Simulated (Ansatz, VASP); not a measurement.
# SiGe3 in VASP and in Ansatz

Contents of INCAR:

```
SYSTEM = SiGe3
PREC = Accurate ; ENCUT = 520
EDIFF = 1E-6 ; ISMEAR = 0
SIGMA = 0.1 ; LREAL = .FALSE.
LASPH = .TRUE. ; NELM = 80
ALGO = Normal ; ISIF = 2
LWAVE = .FALSE. ; LCHARG = .FALSE.
GGA = PE ; NBANDS = 31
```

File KPOINTS:

```
regular mesh
0
G
  6 6 2
  0 0 0
```

POSCAR

```
SiGe3
1.0
    2.8212659300      0.0000000000      0.0000000000
   -1.4106329600      2.4432879700      0.0000000000
    0.0000000000      0.0000000000     10.5973308500
Si Ge
1 3
Direct
    0.0000000000      0.0000000000      0.5000000000
    0.0000000000      0.0000000000      0.7500000000
    0.0000000000      0.0000000000      0.0000000000
    0.0000000000      0.0000000000      0.2500000000
```

Input for Ansatz:

```yaml
crystal:
  lattice:
    - [2.82126593, 0.0, 0.0]
    - [-1.41063296, 2.44328797, 0.0]
    - [0.0, 0.0, 10.59733085]
  atoms:
    - { symbol: Si, position: [0.0, 0.0, 0.5] }
    - { symbol: Ge, position: [0.0, 0.0, 0.75] }
    - { symbol: Ge, position: [0.0, 0.0, 0.0] }
    - { symbol: Ge, position: [0.0, 0.0, 0.25] }
basis:
  ecutwfc: 420
kpoints:
  mp_grid: { grid: [6, 6, 2] }
hamiltonian:
  xc: pbe
scf:
  occupations: { method: gaussian, width: 0.1 }
  lower_state_search: "off"
output:
  forces: true
  stress: true
  eigenvalues: true
```

Alike in both runs: task single point; functional PBE; k mesh 6 × 6 × 2; occupations gaussian, width 0.1 eV; no spin polarisation.

|  | VASP | Ansatz |
| --- | --- | --- |
| version | VASP 6.6.1 | Ansatz 0.2.0 |
| potentials or method | VASP PAW PBE potentials, release 64 (Si, Ge_d), cutoff 520 eV | scalar-relativistic, plane waves, PAW |
| valence electrons in the cell | 46 | 46 |

Ansatz gave:

```
gap on the k mesh at the Fermi level (eV)                     : none
pressure (GPa)                                                : 1.6
traceless stress, the component that is largest in VASP (GPa) : 12.83
rms of the force components (eV/Å)                            : 0.248
```

**Question.** Estimate VASP's values.

**Answer.** gap on the k mesh at the Fermi level (eV): none; pressure (GPa): 1.6; traceless stress, the component that is largest in VASP (GPa): 12.82; rms of the force components (eV/Å): 0.249.

Atom by atom the forces differ by 0.001 eV/Å (rms over components). A gap of «none» marks a metal or a gap that the smearing closes.

The k mesh is coarse, so the values compare programs but aren't converged.
